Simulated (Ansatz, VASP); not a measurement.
**Two plane-wave programs on TiAl3**

POSCAR

```
TiAl3
1.0
    2.8396770000      0.0000000000      0.0000000000
    0.0000000000      4.6812640000      0.0000000000
    0.0000000000      0.0000000000      4.9007420000
Ti Al
1 3
Direct
    0.0000000000      0.5000000000      0.1659160000
    0.0000000000      0.0000000000      0.8359000000
    0.5000000000      0.0000000000      0.3309120000
    0.5000000000      0.5000000000      0.6672710000
```

File INCAR.step1:

```
SYSTEM = TiAl3
ALGO = Normal ; EDIFF = 1E-4
ENCUT = 520 ; GGA = PE
ISMEAR = -1 ; LASPH = .TRUE.
LCHARG = .FALSE. ; LREAL = .FALSE.
LWAVE = .TRUE. ; NBANDS = 18
NELM = 100 ; PREC = Accurate
SIGMA = 0.05
```

INCAR.step2

```
SYSTEM = TiAl3
ALGO = Normal ; EDIFF = 1E-6
ENCUT = 520 ; ISIF = 2
ISMEAR = -1 ; ISTART = 1
LASPH = .TRUE. ; LCHARG = .TRUE.
LELF = .TRUE. ; LMIXTAU = .TRUE.
LREAL = .FALSE. ; LVHAR = .TRUE.
LWAVE = .FALSE. ; METAGGA = R2SCAN
NBANDS = 18 ; NELM = 100
PREC = Accurate ; SIGMA = 0.05
```

KPOINTS

```
k-points
0
G
  9 6 6
  0 0 0
```

input.yaml

```yaml
crystal:
  lattice:
    - [2.839677, 0.0, 0.0]
    - [0.0, 4.681264, 0.0]
    - [0.0, 0.0, 4.900742]
  atoms:
    - { symbol: Ti, position: [0.0, 0.5, 0.165916] }
    - { symbol: Al, position: [0.0, 0.0, 0.8359] }
    - { symbol: Al, position: [0.5, 0.0, 0.330912] }
    - { symbol: Al, position: [0.5, 0.5, 0.667271] }
hamiltonian:
  xc: r2scan
  pseudopotentials: { kind: paw }
kpoints:
  mp_grid: { grid: [9, 6, 6] }
scf:
  occupations: { method: fermi_dirac, width: 0.05 }
output:
  forces: true
  stress: true
  eigenvalues: true
```

Alike in both runs: task single point; functional r2SCAN; k mesh 9 × 6 × 6; occupations fermi-dirac, width 0.05 eV; no spin polarisation.

```csv
,VASP,Ansatz
version,VASP 6.6.1,Ansatz 0.2.0
potentials or method,"VASP PAW PBE potentials, release 64 (Ti_sv, Al)",Ansatz PAW
plane-wave cutoff (eV),520,500
valence electrons in the cell,21,21
```

Ansatz gave:

```
gap on the k mesh at the Fermi level (eV)                     : none
pressure (GPa)                                                : -2.1
traceless stress, the component that is largest in VASP (GPa) : -2.37
rms of the force components (eV/Å)                            : 0.017
```

Task: What did VASP give for the same quantities?

Result: gap on the k mesh at the Fermi level (eV): none; pressure (GPa): -2.2; traceless stress, the component that is largest in VASP (GPa): -2.37; rms of the force components (eV/Å): 0.019.

VASP's potentials were made for PBE, not for r2SCAN. Atom by atom the forces differ by 0.005 eV/Å (rms over components). A gap of «none» marks a metal or a gap that the smearing closes.
